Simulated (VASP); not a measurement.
Write the native input for VASP 6.6.1 that does the following.

```
Task                   : single point
Functional             : LDA
Potentials or basis    : VASP PAW LDA potentials, release 64 (Si)
Cutoff                 : 520 eV
k mesh                 : 22 × 22 × 22
Occupations            : gaussian, width 0.15 eV
Spin                   : no spin polarisation
Dipole correction      : no
Further INCAR settings : ALGO = Normal; EDIFF = 1e-06; NBANDS = 8
```

The structure of Si lies in POSCAR:

```
Si
1.0
   -1.7489335498      1.5048963103      1.3203298500
    1.7489335498     -1.5048963103      1.3203298500
    1.7489335498      1.5048963103     -1.3203298500
Si
1
Direct
    0.0000000000      0.0000000000      0.0000000000
```

This cell differs from its parent crystal: strain +0.0750 x Voigt [1, -1, 0, 0, 0, 0].

The input as run:

INCAR

```
SYSTEM = Si
  ALGO = Normal
  EDIFF = 1E-6
  ENCUT = 520
  GGA = CA
  ISIF = 2
  ISMEAR = 0
  LASPH = .TRUE.
  LCHARG = .FALSE.
  LREAL = .FALSE.
  LWAVE = .FALSE.
  NBANDS = 8
  NELM = 60
  PREC = Accurate
  SIGMA = 0.15
```

KPOINTS

```
k-points
0
G
  22 22 22
  0 0 0
```

Potentials or basis: VASP PAW LDA potentials, release 64 (Si).

Command:

```sh
$ cat potpaw_LDA.64/Si/POTCAR > POTCAR
$ mpirun -np 1 vasp_std > vasp.out
```

Results of the run:

* Pressure: 0.6 GPa
* Band gap on the k mesh: zero (band 2 reaches 20.74 eV, above the bottom of band 3 at 7.12 eV)

Caveat: the cell differs from its parent crystal (strain +0.0750 x Voigt [1, -1, 0, 0, 0, 0]).

It took 39 s on 1 thread of Intel(R) Xeon(R) 6975P-C (Granite Rapids), on a shared host, peak memory 0.23 GiB.
